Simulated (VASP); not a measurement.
# H3C2 (C2/m) in VASP: further runs

The runs below take H3C2 through single point, with PBE+D3(BJ).

All numbers are computed with VASP 6.6.1; they aren't measurements. Logs are shortened: lines on timing, memory, paths and dates and some standing lists are left out, and cuts for length are marked.

### 1 The cell of the first run

Symmetry: C2/m, No. 12, monoclinic system. The conventional cell has a = 6.890 Å, b = 6.428 Å, c = 4.245 Å, α = 90.00°, β = 97.60°, γ = 90.00°. Within 1.5 Å of H (site symmetry m) lie 1 C at 1.10 Å. H (site symmetry 1) has 1 C at 1.10 Å within 1.5 Å. C (site symmetry m) has 2 C at 1.22 to 1.45 Å within 1.6 Å. C (site symmetry m) has 3 H at 1.10 Å and 1 C at 1.45 Å within 1.5 Å.

### 2 Single point, PBE+D3(BJ)

File INCAR:

```
  PREC = Accurate
  ENCUT = 520
  EDIFF = 1E-6
  ISMEAR = 0
  SIGMA = 0.02
  LREAL = False
  LASPH = True
  NELM = 100
  ALGO = Normal
  ISIF = 2
  LWAVE = False
  LCHARG = True
  GGA = PE
  IVDW = 12
  LELF = True
  LVHAR = True
  NBANDS = 22
```

File KPOINTS:

```
Automatic mesh
0
Gamma
  6 6 6
```

File POSCAR:

```
H3C2
1.0
    3.4438359203     -3.2142402337      0.0820478302
    3.4438359203      3.2142402337      0.0820478302
   -0.6613811306      0.0000000000      4.1936656544
H C
6 4
Direct
    0.2553476480      0.2553476480      0.5269275088
    0.7446523520      0.7446523520      0.4730724912
    0.2178170647      0.4943989146      0.2240221583
    0.5056010854      0.7821829353      0.7759778417
    0.7821829353      0.5056010854      0.7759778417
    0.4943989146      0.2178170647      0.2240221583
    0.0796811707      0.0796811707      0.0807278383
    0.9203188293      0.9203188293      0.9192721617
    0.2708795016      0.2708795016      0.2726963602
    0.7291204984      0.7291204984      0.7273036398
```

Potentials or basis: VASP PAW PBE potentials, release 64 (H, C).

The run is started by

```
$ cat potpaw_PBE.64/H/POTCAR potpaw_PBE.64/C/POTCAR > POTCAR
$ mpirun -np 1 vasp_std > vasp.out
```

OUTCAR:

```text
PREC = Accurate
   ENCUT = 520
   EDIFF = 1E-6
   ISMEAR = 0
   LREAL = False
   LASPH = True
   NELM = 100
   ISIF = 2
   GGA = PE
   IVDW = 12
 IVDW          = 12

 ion  position               nearest neighbor table
   1  0.255  0.255  0.527-   9 1.10
   2  0.745  0.745  0.473-  10 1.10
   3  0.218  0.494  0.224-   9 1.10
   4  0.506  0.782  0.776-  10 1.10
   5  0.782  0.506  0.776-  10 1.10
   6  0.494  0.218  0.224-   9 1.10
   7  0.080  0.080  0.081-   8 1.22   9 1.45
   8  0.920  0.920  0.919-   7 1.22  10 1.45
   9  0.271  0.271  0.273-   1 1.10   3 1.10   6 1.10   7 1.45
  10  0.729  0.729  0.727-   2 1.10   4 1.10   5 1.10   8 1.45

  LATTYP: Found a base centered monoclinic cell.
 ALAT       =     6.8896263157
 B/A-ratio  =     0.9330666386
 C/A-ratio  =     0.6162160617
 COS(beta)  =    -0.1322129029

  Lattice vectors:

 A1 = (   3.4438359203,  -3.2142402337,   0.0820478302)
 A2 = (   3.4438359203,   3.2142402337,   0.0820478302)
 A3 = (  -0.6613811306,   0.0000000000,   4.1936656544)

Analysis of symmetry for initial positions (statically):
=====================================================================
 Subroutine PRICEL returns:
 Original cell was already a primitive cell.

 Routine SETGRP: Setting up the symmetry group for a
 base centered monoclinic supercell.

 Subroutine GETGRP returns: Found  4 space group operations
 (whereof  4 operations were pure point group operations)
 out of a pool of  4 trial point group operations.

The static configuration has the point symmetry C_2h.

Analysis of symmetry for dynamics (positions and initial velocities):
=====================================================================
 Subroutine PRICEL returns:
 Original cell was already a primitive cell.

 Routine SETGRP: Setting up the symmetry group for a
 base centered monoclinic supercell.

 Subroutine GETGRP returns: Found  4 space group operations
 (whereof  4 operations were pure point group operations)
 out of a pool of  4 trial point group operations.

The dynamic configuration has the point symmetry C_2h.

 Subroutine INISYM returns: Found  4 space group operations
 (whereof  4 operations are pure point group operations),
 and found     1 'primitive' translations

[... 114 lines left out ...]
   IBRION =     -1    ionic relax: 0-MD 1-quasi-New 2-CG
   NFREE  =      0    steps in history (QN), initial steepest desc. (CG)
   ISIF   =      2    stress and relaxation
   ISYM   =      2    0-nonsym 1-usesym 2-fastsym
   POTIM  = 0.5000    time-step for ionic-motion
   TEBEG  =    0.0;   TEEND  =   0.0 temperature during run
   PSTRESS=    0.0 pullay stress
   NELECT =      22.0000    total number of electrons
   NUPDOWN=      -1.0000    fix difference up-down
   EMIN   =  10.00;   EMAX   =-10.00  energy-range for DOS
   EFERMI =   0.00;   METHOD = LEGACY
   ISMEAR =     0;   SIGMA  =   0.02  broadening in eV -4-tet -1-fermi 0-gaus
   EFERMI_NEDOS =   21; number of points for ismear=-14 and -15
   IALGO  =     38    algorithm
   IMIX   =      4    mixing-type and parameters
     AMIX     =   0.40;   BMIX     =  1.00
     AMIX_MAG =   1.60;   BMIX_MAG =  1.00
  volume/ion in A,a.u.               =       9.32        62.89
  Fermi-wavevector in a.u.,A,eV,Ry     =   1.011792  1.912010 13.928600  1.023723
  Thomas-Fermi vector in A             =   2.144863
   LORBIT       =      0    0 simple, 1 ext, 2 COOP (PROOUT), +10 PAW based schemes
   GGA     = PE    functional components
   LHFCALC =     F    Hartree Fock is set to
   AEXX    =    0.0000 exact exchange contribution
   IVDW    =    12    specifies the selected vdW correction
   LEPSILON=     F    determine dielectric tensor
   LRPA    =     F    only Hartree local field effects (RPA)
 non-spin polarized calculation
 Gauss-broadening in eV      SIGMA  =   0.02
  energy-cutoff  :      520.00
  volume of cell :       93.19
 maximum number of plane-waves:      2532
   NGX = 17   NGY = 17   NGZ = 15

 number of electron      22.0000002 magnetization

 Free energy of the ion-electron system (eV)
  ---------------------------------------------------
  ext. energy  EPLUGINS =         0.00000000
  ---------------------------------------------------
  free energy    TOTEN  =       -56.71093469 eV

  energy without entropy =      -56.71093469  energy(sigma->0) =      -56.71093469

 E-fermi :  -1.2984     XC(G=0):  -7.5952

 val. band max:       -1.3963062715   @ k =   0.5000   0.5000   0.5000
 cond. band min:       3.2707264346   @ k =   0.0000   0.0000   0.0000
 fundamental gap:      4.6670327061
 Fermi energy:        -1.2984148641

 k-point     1 :       0.0000    0.0000    0.0000
  band No.  band energies     occupation
      1     -15.6568      2.00000
      2     -14.1204      2.00000
      3     -12.3737      2.00000
      4      -7.3825      2.00000
      5      -6.7118      2.00000
      6      -6.2945      2.00000
[... 589 lines left out ...]
     21       9.9156      0.00000
     22      10.1435      0.00000

 [... further k-points ...]

------------------------ aborting loop because EDIFF is reached ----------------------------------------

 Edisp (eV)   -0.58943

 E8    (eV) :    -0.1399

  FORCE on cell =-STRESS in cart. coord.  units (eV):
  Direction    XX          YY          ZZ          XY          YZ          ZX
  --------------------------------------------------------------------------------------
  -------------------------------------------------------------------------------------
  Total      -0.00760    -0.04312     0.00235     0.00000     0.00000     0.05083
  in kB      -0.13075    -0.74135     0.04033     0.00000     0.00000     0.87386
  external pressure =       -0.28 kB  Pullay stress =        0.00 kB

 VOLUME and BASIS-vectors are now :
 -----------------------------------------------------------------------------
  energy-cutoff  :      520.00
  volume of cell :       93.19
      direct lattice vectors                 reciprocal lattice vectors
     3.443835920 -3.214240234  0.082047830     0.144643463 -0.155557757  0.022811656
     3.443835920  3.214240234  0.082047830     0.144643463  0.155557757  0.022811656
    -0.661381131  0.000000000  4.193665654    -0.005659813  0.000000000  0.237562264

 POSITION                                       TOTAL-FORCE (eV/Angst)
 -----------------------------------------------------------------------------------
      1.41025      0.00000      2.25166        -0.004850      0.000000      0.021684
      4.81604      0.00000      2.10610         0.004850      0.000000     -0.021684
      2.30459      0.88900      0.99791         0.013050      0.017132     -0.003040
      3.92170      0.88900      3.35985        -0.013050      0.017132      0.003040
      3.92170     -0.88900      3.35985        -0.013050     -0.017132      0.003040
      2.30459     -0.88900      0.99791         0.013050     -0.017132     -0.003040
      0.49543      0.00000      0.35162         0.053160      0.000000      0.037759
      5.73086      0.00000      4.00614        -0.053160      0.000000     -0.037759
      1.68537      0.00000      1.18805        -0.010904      0.000000     -0.008295
      4.54092      0.00000      3.16971         0.010904      0.000000      0.008295
 -----------------------------------------------------------------------------------
    total drift:                               -0.000000     -0.000000      0.000000

  FREE ENERGIE OF THE ION-ELECTRON SYSTEM (eV)
  ---------------------------------------------------
  free  energy   TOTEN  =       -57.3003631772 eV

  energy  without entropy=      -57.3003631772  energy(sigma->0) =      -57.30036318
```

Run time: 2.3 min. Hardware: 1 thread of AMD EPYC 7R43 (Zen 3), shared host; peak memory 0.21 GiB.

Results:

```yaml
Free_energy: -57.3004 eV
Pressure: 0.0 GPa
Largest_force: 0.065 eV/Å
Band_gap_on_the_k_mesh: 4.67 eV, indirect (least direct gap 5.01 eV)
Dispersion_energy_per_atom: -0.059 eV
```

Forces in eV/Å, atoms in the order of the input:
```
H   -0.005  0.000  0.022
H    0.005  0.000 -0.022
H    0.013  0.017 -0.003
H   -0.013  0.017  0.003
H   -0.013 -0.017  0.003
H    0.013 -0.017 -0.003
C    0.053  0.000  0.038
C   -0.053  0.000 -0.038
C   -0.011  0.000 -0.008
C    0.011  0.000  0.008
```

Stress tensor (GPa, compression positive):
```
-0.01  0.00  0.09
 0.00 -0.07  0.00
 0.09  0.00  0.00
```

A k mesh can miss the band edges. A hybrid or GW would open this gap; PBE tends to underestimate it.

### 3 Single point, PBE+D3(BJ)

This run uses another cell than the first one, of 9.46 Å³/atom, 1.015 times its volume.

File INCAR:

```
SYSTEM = H3C2
  PREC = Accurate
  ENCUT = 520
  EDIFF = 1E-6
  ISMEAR = 0
  SIGMA = 0.01
  LREAL = .FALSE.
  LASPH = .TRUE.
  NELM = 80
  ALGO = Normal
  ISIF = 2
  LWAVE = .FALSE.
  LCHARG = .FALSE.
  GGA = PE
  IVDW = 12
  NBANDS = 22
```

File KPOINTS:

```
Automatic mesh
0
G
  6 6 6
  0 0 0
```

File POSCAR:

```
H3C2
1.0
    3.2886087638     -3.2521626436      0.1498722498
    3.2886087638      3.2521626436      0.1498722498
   -0.5537775918      0.0000000000      4.3951130163
H C
6 4
Direct
    0.2409716191      0.2409716191      0.5108070076
    0.7590283809      0.7590283809      0.4891929924
    0.2248177140      0.4983421124      0.2266024761
    0.5016578876      0.7751822860      0.7733975239
    0.7751822860      0.5016578876      0.7733975239
    0.4983421124      0.2248177140      0.2266024761
    0.0795140955      0.0795140955      0.0796359798
    0.9204859045      0.9204859045      0.9203640202
    0.2700858499      0.2700858499      0.2699175809
    0.7299141501      0.7299141501      0.7300824191
```

Potentials or basis: VASP PAW PBE potentials, release 64 (H, C).

The run is started by

```
$ cat potpaw_PBE.64/H/POTCAR potpaw_PBE.64/C/POTCAR > POTCAR
$ mpirun -np 1 vasp_std > vasp.out
```

OUTCAR:

```text
SYSTEM = H3C2
   PREC = Accurate
   ENCUT = 520
   EDIFF = 1E-6
   ISMEAR = 0
   LREAL = .FALSE.
   LASPH = .TRUE.
   NELM = 80
   ISIF = 2
   GGA = PE
   IVDW = 12
 IVDW          = 12

 ion  position               nearest neighbor table
   1  0.241  0.241  0.511-   9 1.10
   2  0.759  0.759  0.489-  10 1.10
   3  0.225  0.498  0.227-   9 1.10
   4  0.502  0.775  0.773-  10 1.10
   5  0.775  0.502  0.773-  10 1.10
   6  0.498  0.225  0.227-   9 1.10
   7  0.080  0.080  0.080-   8 1.22   9 1.45
   8  0.920  0.920  0.920-   7 1.22  10 1.45
[... 826 lines left out ...]
  in kB      -0.02882    -0.83343    -0.20689     0.00000     0.00000     0.75662
  external pressure =       -0.36 kB  Pullay stress =        0.00 kB

 VOLUME and BASIS-vectors are now :
 -----------------------------------------------------------------------------
  energy-cutoff  :      520.00
  volume of cell :       94.55
      direct lattice vectors                 reciprocal lattice vectors
     3.288608764 -3.252162644  0.149872250     0.151171925 -0.153743848  0.019047434
     3.288608764  3.252162644  0.149872250     0.151171925  0.153743848  0.019047434
    -0.553777592  0.000000000  4.395113016    -0.010309849  0.000000000  0.226226409

 POSITION                                       TOTAL-FORCE (eV/Angst)
 -----------------------------------------------------------------------------------
      1.30205      0.00000      2.31728        -0.005722      0.000000      0.021244
      4.72139      0.00000      2.37757         0.005722      0.000000     -0.021244
      2.25270      0.88955      1.10433         0.012928      0.017023     -0.002537
      3.77074      0.88955      3.59053        -0.012928      0.017023      0.002537
      3.77074     -0.88955      3.59053        -0.012928     -0.017023      0.002537
      2.25270     -0.88955      1.10433         0.012928     -0.017023     -0.002537
      0.47888      0.00000      0.37384         0.049650      0.000000      0.039032
      5.54456      0.00000      4.32101        -0.049650      0.000000     -0.039032
      1.62694      0.00000      1.26728        -0.010456      0.000000     -0.008341
      4.39650      0.00000      3.42758         0.010456      0.000000      0.008341
 -----------------------------------------------------------------------------------
    total drift:                                0.000000     -0.000000      0.000000

  FREE ENERGIE OF THE ION-ELECTRON SYSTEM (eV)
  ---------------------------------------------------
  free  energy   TOTEN  =       -57.3017261746 eV

  energy  without entropy=      -57.3017261746  energy(sigma->0) =      -57.30172617
```

OSZICAR:

```text
N       E                     dE             d eps       ncg     rms          rms(c)
DAV:   1     0.422672692337E+02    0.42267E+02   -0.93382E+03  2992   0.834E+02
DAV:   2    -0.566814701653E+02   -0.98949E+02   -0.95789E+02  3708   0.174E+02
DAV:   3    -0.630212100459E+02   -0.63397E+01   -0.62998E+01  3858   0.415E+01
DAV:   4    -0.631028063696E+02   -0.81596E-01   -0.81555E-01  3598   0.557E+00
DAV:   5    -0.631038204303E+02   -0.10141E-02   -0.10140E-02  4036   0.585E-01    0.129E+01
DAV:   6    -0.576564608033E+02    0.54474E+01   -0.63104E+00  3568   0.131E+01    0.659E+00
DAV:   7    -0.567672004803E+02    0.88926E+00   -0.27612E+00  3760   0.862E+00    0.306E+00
DAV:   8    -0.567236953241E+02    0.43505E-01   -0.21503E-01  3376   0.250E+00    0.424E-01
DAV:   9    -0.567205258674E+02    0.31695E-02   -0.29497E-02  3542   0.923E-01    0.191E-01
DAV:  10    -0.567222378216E+02   -0.17120E-02   -0.34798E-03  3262   0.354E-01    0.745E-02
DAV:  11    -0.567226397320E+02   -0.40191E-03   -0.53506E-04  3524   0.160E-01    0.677E-02
DAV:  12    -0.567226281864E+02    0.11546E-04   -0.22414E-04  3566   0.789E-02    0.128E-02
DAV:  13    -0.567226378688E+02   -0.96824E-05   -0.26071E-05  3232   0.341E-02    0.471E-03
DAV:  14    -0.567226379672E+02   -0.98461E-07   -0.20899E-06  3804   0.986E-03
   1 F= -.57301726E+02 E0= -.57301726E+02  d E =-.414846E-19
```

Run time: 78 s. Hardware: 1 thread of Oxide Virtual Turin-like, shared host; peak memory 0.23 GiB.

Results:

* Free energy: -57.3017 eV
* Pressure: 0.0 GPa
* Largest force: 0.063 eV/Å
* Band gap on the k mesh: 4.65 eV, indirect (least direct gap 5.20 eV)
* Dispersion energy per atom: -0.058 eV

Forces in eV/Å, atoms in the order of the input:
```
H   -0.006  0.000  0.021
H    0.006  0.000 -0.021
H    0.013  0.017 -0.003
H   -0.013  0.017  0.003
H   -0.013 -0.017  0.003
H    0.013 -0.017 -0.003
C    0.050  0.000  0.039
C   -0.050  0.000 -0.039
C   -0.010  0.000 -0.008
C    0.010  0.000  0.008
```

Stress tensor (GPa, compression positive):
```
 0.00  0.00  0.08
 0.00 -0.08  0.00
 0.08  0.00 -0.02
```
